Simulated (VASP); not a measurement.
# Te in VASP: single point with PBE

Aim: the single point of Te with PBE.

All numbers are computed with VASP 6.6.1; they aren't measurements. Logs are shortened: lines on timing, memory, paths and dates and some standing lists are left out, and cuts for length are marked.

## (1) The cell of the first run

The typed cell holds 4 atoms: a = 5.394 Å, b = 6.238 Å, c = 4.295 Å, α = 90.00°, β = 90.00°, γ = 90.00°.

## (2) Single point, PBE

Contents of INCAR:

```
  PREC = Accurate
  ENCUT = 520
  EDIFF = 1E-7
  ISMEAR = 0
  SIGMA = 0.1
  LREAL = False
  LASPH = True
  NELM = 100
  ALGO = Normal
  ISIF = 2
  LWAVE = False
  LCHARG = False
  GGA = PE
  NBANDS = 20
```

Contents of KPOINTS:

```
regular mesh
0
Gamma
  4 4 4
```

Contents of POSCAR:

```
Te
1.0
    5.3939319579      0.0000000000      0.0000000000
    0.0000000000      6.2382670783      0.0000000000
    0.0000000000      0.0000000000      4.2951350098
Te
4
Direct
    0.0000000000      0.2500132030      0.3436259052
    0.0000000000      0.7499867970      0.3436259052
    0.5000000000      0.2499867970      0.6563740948
    0.5000000000      0.7500132030      0.6563740948
```

Potentials or basis: VASP PAW PBE potentials, release 64 (Te).

Launch:

```console
$ cat potpaw_PBE.64/Te/POTCAR > POTCAR
$ mpirun -np 1 vasp_std > vasp.out
```

OUTCAR:

```text
PREC = Accurate
   ENCUT = 520
   EDIFF = 1E-7
   ISMEAR = 0
   LREAL = False
   LASPH = True
   NELM = 100
   ISIF = 2
   GGA = PE

 ion  position               nearest neighbor table
   1  0.000  0.250  0.344-   3 3.01   3 3.01   2 3.12   2 3.12
   2  0.000  0.750  0.344-   4 3.01   4 3.01   1 3.12   1 3.12
   3  0.500  0.250  0.656-   1 3.01   1 3.01   4 3.12   4 3.12
   4  0.500  0.750  0.656-   2 3.01   2 3.01   3 3.12   3 3.12

  LATTYP: Found a simple orthorhombic cell.
 ALAT       =     4.2951350098
 B/A-ratio  =     1.2558236110
 C/A-ratio  =     1.4524030244

  Lattice vectors:

 A1 = (   0.0000000000,   0.0000000000,   4.2951350098)
 A2 = (   5.3939319579,   0.0000000000,   0.0000000000)
 A3 = (   0.0000000000,   6.2382670783,   0.0000000000)

Analysis of symmetry for initial positions (statically):
=====================================================================
 Subroutine PRICEL returns:
 Original cell was already a primitive cell.

 Routine SETGRP: Setting up the symmetry group for a
 simple orthorhombic supercell.

 Subroutine GETGRP returns: Found  8 space group operations
 (whereof  4 operations were pure point group operations)
 out of a pool of  8 trial point group operations.

The static configuration has the point symmetry C_2v.
 The point group associated with its full space group is D_2h.

Analysis of symmetry for dynamics (positions and initial velocities):
=====================================================================
 Subroutine PRICEL returns:
 Original cell was already a primitive cell.

 Routine SETGRP: Setting up the symmetry group for a
 simple orthorhombic supercell.

 Subroutine GETGRP returns: Found  8 space group operations
 (whereof  4 operations were pure point group operations)
 out of a pool of  8 trial point group operations.

The dynamic configuration has the point symmetry C_2v.
 The point group associated with its full space group is D_2h.

 Subroutine INISYM returns: Found  8 space group operations
 (whereof  4 operations are pure point group operations),
 and found     1 'primitive' translations

----------------------------------------------------------------------------------------

                                     Primitive cell

  volume of cell :     144.5261

  direct lattice vectors                    reciprocal lattice vectors
     5.393931958  0.000000000  0.000000000     0.185393514  0.000000000  0.000000000
     0.000000000  6.238267078  0.000000000     0.000000000  0.160300928  0.000000000
     0.000000000  0.000000000  4.295135010     0.000000000  0.000000000  0.232821552

  length of vectors
     5.393931958  6.238267078  4.295135010     0.185393514  0.160300928  0.232821552

  position of ions in fractional coordinates (direct lattice)
     0.000000000  0.250013203  0.343625905
     0.000000000  0.749986797  0.343625905
     0.500000000  0.249986797  0.656374095
     0.500000000  0.750013203  0.656374095

  ion indices of the primitive-cell ions
   primitive index   ion index
                 1           1
                 2           2
                 3           3
                 4           4

----------------------------------------------------------------------------------------

 KPOINTS: regular mesh

Automatic generation of k-mesh.
 Grid dimensions read from file:
 generate k-points for:    4    4    4

 Generating k-lattice:

  Cartesian coordinates                     Fractional coordinates (reciprocal lattice)
     0.046348379  0.000000000  0.000000000     0.250000000  0.000000000  0.000000000
     0.000000000  0.040075232  0.000000000     0.000000000  0.250000000  0.000000000
     0.000000000  0.000000000  0.058205388     0.000000000  0.000000000  0.250000000

  Length of vectors
     0.046348379  0.040075232  0.058205388

  Shift w.r.t. Gamma in fractional coordinates (k-lattice)
     0.000000000  0.000000000  0.000000000

 Subroutine IBZKPT returns following result:
 ===========================================

 Found     27 irreducible k-points:

 Following reciprocal coordinates:
            Coordinates               Weight
  0.000000  0.000000  0.000000      1.000000
  0.250000  0.000000  0.000000      2.000000
  0.500000  0.000000  0.000000      1.000000
  0.000000  0.250000  0.000000      2.000000
  0.250000  0.250000  0.000000      4.000000
  0.500000  0.250000  0.000000      2.000000
[... 16 lines left out ...]
  0.250000  0.250000  0.500000      4.000000
  0.500000  0.250000  0.500000      2.000000
 [... further k-points ...]
   k-points           NKPTS =     27   k-points in BZ     NKDIM =     27   number of bands    NBANDS=     20
   number of dos      NEDOS =    301   number of ions     NIONS =      4
   total plane-waves  NPLWV =  61440
   dimension x,y,z NGX =    40 NGY =   48 NGZ =   32
   dimension x,y,z NGXF=    80 NGYF=   96 NGZF=   64
   ions per type =               4
   NGX,Y,Z   is equivalent  to a cutoff of  12.33, 12.79, 12.39 a.u.
   NGXF,Y,Z  is equivalent  to a cutoff of  24.66, 25.58, 24.77 a.u.
 SYSTEM =  unknown system
   PREC   = accura    normal or accurate (medium, high low for compatibility)
   ISTART =      0    job   : 0-new  1-cont  2-samecut
   ICHARG =      2    charge: 1-file 2-atom 10-const
   ISPIN  =      1    spin polarized calculation?
   LNONCOLLINEAR =      F non collinear calculations
   LSORBIT =      F    spin-orbit coupling
   LASPH  =      T    aspherical Exc in radial PAW
   ENCUT  =  520.0 eV  38.22 Ry    6.18 a.u.  10.03 11.60  7.99*2*pi/ulx,y,z
   NELM   =    100;   NELMIN=  2; NELMDL= -5     # of ELM steps
   EDIFF  = 0.1E-06   stopping-criterion for ELM
   LREAL  =      F    real-space projection
   EDIFFG = 0.1E-05   stopping-criterion for IOM
   NSW    =      0    number of steps for IOM
   IBRION =     -1    ionic relax: 0-MD 1-quasi-New 2-CG
   NFREE  =      0    steps in history (QN), initial steepest desc. (CG)
   ISIF   =      2    stress and relaxation
   ISYM   =      2    0-nonsym 1-usesym 2-fastsym
   POTIM  = 0.5000    time-step for ionic-motion
   TEBEG  =    0.0;   TEEND  =   0.0 temperature during run
   PSTRESS=    0.0 pullay stress
   NELECT =      24.0000    total number of electrons
   NUPDOWN=      -1.0000    fix difference up-down
   EMIN   =  10.00;   EMAX   =-10.00  energy-range for DOS
   EFERMI =   0.00;   METHOD = LEGACY
   ISMEAR =     0;   SIGMA  =   0.10  broadening in eV -4-tet -1-fermi 0-gaus
   EFERMI_NEDOS =   21; number of points for ismear=-14 and -15
   IALGO  =     38    algorithm
   IMIX   =      4    mixing-type and parameters
     AMIX     =   0.40;   BMIX     =  1.00
     AMIX_MAG =   1.60;   BMIX_MAG =  1.00
  volume/ion in A,a.u.               =      36.13       243.83
  Fermi-wavevector in a.u.,A,eV,Ry     =   0.899836  1.700443 11.016693  0.809704
  Thomas-Fermi vector in A             =   2.022719
   LORBIT       =      0    0 simple, 1 ext, 2 COOP (PROOUT), +10 PAW based schemes
   GGA     = PE    functional components
   LHFCALC =     F    Hartree Fock is set to
   AEXX    =    0.0000 exact exchange contribution
   IVDW    =     0    specifies the selected vdW correction
   LEPSILON=     F    determine dielectric tensor
   LRPA    =     F    only Hartree local field effects (RPA)
 non-spin polarized calculation
 Gauss-broadening in eV      SIGMA  =   0.10
  energy-cutoff  :      520.00
  volume of cell :      144.53
 maximum number of plane-waves:      3916
   NGX = 21   NGY = 23   NGZ = 15

 number of electron      24.0000002 magnetization

 Free energy of the ion-electron system (eV)
  ---------------------------------------------------
  ext. energy  EPLUGINS =         0.00000000
  ---------------------------------------------------
  free energy    TOTEN  =       -12.10527751 eV

  energy without entropy =      -12.09928153  energy(sigma->0) =      -12.10227952

 E-fermi :   5.3394     XC(G=0):  -8.7724

 val. band max:        5.1308107030   @ k =   0.2500   0.0000   0.2500
 cond. band min:       5.3787392217   @ k =   0.5000   0.0000   0.2500
 fundamental gap:      0.2479285188
 Fermi energy:         5.3394337595

 k-point     1 :       0.0000    0.0000    0.0000
  band No.  band energies     occupation
      1      -8.0996      2.00000
      2      -6.1149      2.00000
      3      -5.3207      2.00000
      4      -3.1867      2.00000
      5      -0.5464      2.00000
      6      -0.1414      2.00000
[... 12 lines left out ...]
     19      10.1693      0.00000
     20      11.4521      0.00000

 k-point     2 :       0.2500    0.0000    0.0000
  band No.  band energies     occupation
      1      -7.8262      2.00000
      2      -5.9677      2.00000
      3      -5.8350      2.00000
      4      -3.8956      2.00000
      5      -0.2957      2.00000
      6       0.7625      2.00000
[... 12 lines left out ...]
     19      10.9747      0.00000
     20      11.7103      0.00000

 k-point     3 :       0.5000    0.0000    0.0000
  band No.  band energies     occupation
      1      -7.0477      2.00000
      2      -7.0477      2.00000
      3      -5.0324      2.00000
      4      -5.0324      2.00000
      5       0.3987      2.00000
      6       0.3987      2.00000
[... 12 lines left out ...]
     19      10.7463      0.00000
     20      10.7463      0.00000

 k-point     4 :       0.0000    0.2500    0.0000
  band No.  band energies     occupation
      1      -7.8976      2.00000
      2      -6.5536      2.00000
      3      -5.1122      2.00000
      4      -3.6833      2.00000
      5       0.0436      2.00000
      6       0.3876      2.00000
[... 12 lines left out ...]
     19      10.3840      0.00000
     20      11.5788      0.00000

 k-point     5 :       0.2500    0.2500    0.0000
  band No.  band energies     occupation
      1      -7.6239      2.00000
      2      -6.2761      2.00000
      3      -5.7618      2.00000
      4      -4.3675      2.00000
      5       0.6402      2.00000
      6       0.9488      2.00000
[... 12 lines left out ...]
     19      11.0970      0.00000
     20      11.1739      0.00000
[... 353 lines left out ...]
      6       0.4080      2.00000
[... 12 lines left out ...]
     19      11.4615      0.00000
     20      11.4615      0.00000

 k-point    22 :       0.0000    0.2500    0.5000
  band No.  band energies     occupation
      1      -7.4848      2.00000
      2      -6.1501      2.00000
      3      -5.3816      2.00000
      4      -3.9588      2.00000
      5       0.6035      2.00000
      6       0.8498      2.00000
[... 12 lines left out ...]
     19      11.5696      0.00000
     20      12.8880      0.00000

 k-point    23 :       0.2500    0.2500    0.5000
  band No.  band energies     occupation
      1      -7.2406      2.00000
      2      -5.9000      2.00000
      3      -5.7702      2.00000
      4      -4.3728      2.00000
      5       0.1855      2.00000
      6       1.0586      2.00000
[... 12 lines left out ...]
     19      11.9572      0.00000
     20      12.1739      0.00000

 k-point    24 :       0.5000    0.2500    0.5000
  band No.  band energies     occupation
      1      -6.5765      2.00000
      2      -6.5765      2.00000
      3      -5.2160      2.00000
      4      -5.2160      2.00000
      5       0.6048      2.00000
      6       0.6048      2.00000
[... 12 lines left out ...]
     19      11.6572      0.00000
     20      11.6572      0.00000

 [... further k-points ...]
[... 5 lines left out ...]
  --------------------------------------------------------------------------------------
  -------------------------------------------------------------------------------------
  Total       -0.0293136      0.0394021      0.0406176      0.0000000      0.0000000      0.0000000
  in kB       -0.3249632      0.4368013      0.4502763      0.0000000      0.0000000      0.0000000
  external PRESSURE =       0.1873715 kB  Pullay stress =       0.0000000 kB

 VOLUME and BASIS-vectors are now :
 -----------------------------------------------------------------------------
  energy-cutoff  :      520.00
  volume of cell :      144.53
      direct lattice vectors                 reciprocal lattice vectors
     5.393931958  0.000000000  0.000000000     0.185393514  0.000000000  0.000000000
     0.000000000  6.238267078  0.000000000     0.000000000  0.160300928  0.000000000
     0.000000000  0.000000000  4.295135010     0.000000000  0.000000000  0.232821552

 POSITION                                       TOTAL-FORCE (eV/Angst)
 -----------------------------------------------------------------------------------
      0.00000      1.55965      1.47592         0.000000     -0.000742     -0.004766
      0.00000      4.67862      1.47592         0.000000      0.000742     -0.004766
      2.69697      1.55948      2.81922        -0.000000      0.000742      0.004766
      2.69697      4.67878      2.81922        -0.000000     -0.000742      0.004766
 -----------------------------------------------------------------------------------
    total drift:                                0.000000      0.000000      0.000000

  FREE ENERGIE OF THE ION-ELECTRON SYSTEM (eV)
  ---------------------------------------------------
  free  energy   TOTEN  =       -12.1052775114 eV

  energy  without entropy=      -12.0992815295  energy(sigma->0) =      -12.10227952
```

It took 62 s on 1 thread of Intel Xeon Platinum 8175M at 2.50GHz (Skylake/Cascade Lake), shared host; peak memory 0.26 GiB.

What came out:

```yaml
Free_energy: -12.1053 eV
Pressure: 0.0 GPa
Largest_force: 0.005 eV/Å
Band_gap_on_the_k_mesh: zero (band 12 reaches 5.90 eV, above the bottom of band 13 at 4.56 eV)
```

Forces in eV/Å, atoms in the order of the input:
```
Te   0.000 -0.001 -0.005
Te   0.000  0.001 -0.005
Te   0.000  0.001  0.005
Te   0.000 -0.001  0.005
```

Stress tensor (GPa, compression positive):
```
-0.03  0.00  0.00
 0.00  0.04  0.00
 0.00  0.00  0.05
```

Caveat: the k points lie up to 0.37 Å⁻¹ apart; spin-orbit coupling is left out, which moves the levels of the heavy elements.
